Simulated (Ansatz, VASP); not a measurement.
**ZnS: VASP beside Ansatz**

```
Zn S
1.0
     0.00000    2.67826    2.87913
     2.67826    0.00000    2.87913
     2.67826    2.67826    0.00000
Zn S
1 1
Cartesian
  0.0000 0.0000 0.0000
  4.0174 4.0174 4.3187
```

Change from the starting cell: strain +0.0750 x Voigt [0, 0, 1, 0, 0, 0], atoms carried along.

Alike in both runs: task single point; functional PBEsol; k mesh 10 × 10 × 10; occupations gaussian, width 0.05 eV; no spin polarisation.

|  | VASP | Ansatz |
| --- | --- | --- |
| version | VASP 6.6.1 | Ansatz 0.2.0 |
| potentials or method | VASP PAW PBE potentials, release 64 (Zn, S), cutoff 520 eV | scalar-relativistic, plane waves, PAW |
| valence electrons in the cell | 18 | 18 |

|  | VASP | Ansatz | Ansatz less VASP |
| --- | --- | --- | --- |
| gap on the k mesh at the Fermi level (eV) | 1.67 | 1.67 | -0.003 |
| least direct gap on the mesh (eV) | 1.67 | 1.67 | -0.003 |
| pressure (GPa) | -4.8 | -5.0 | -0.16 |
| traceless stress, the component that is largest in VASP (GPa) | -2.38 | -2.39 | -0.013 |

VASP's potentials were made for PBE, not for PBEsol. With one functional, cell and mesh, what is left measures potentials, basis and numerics.
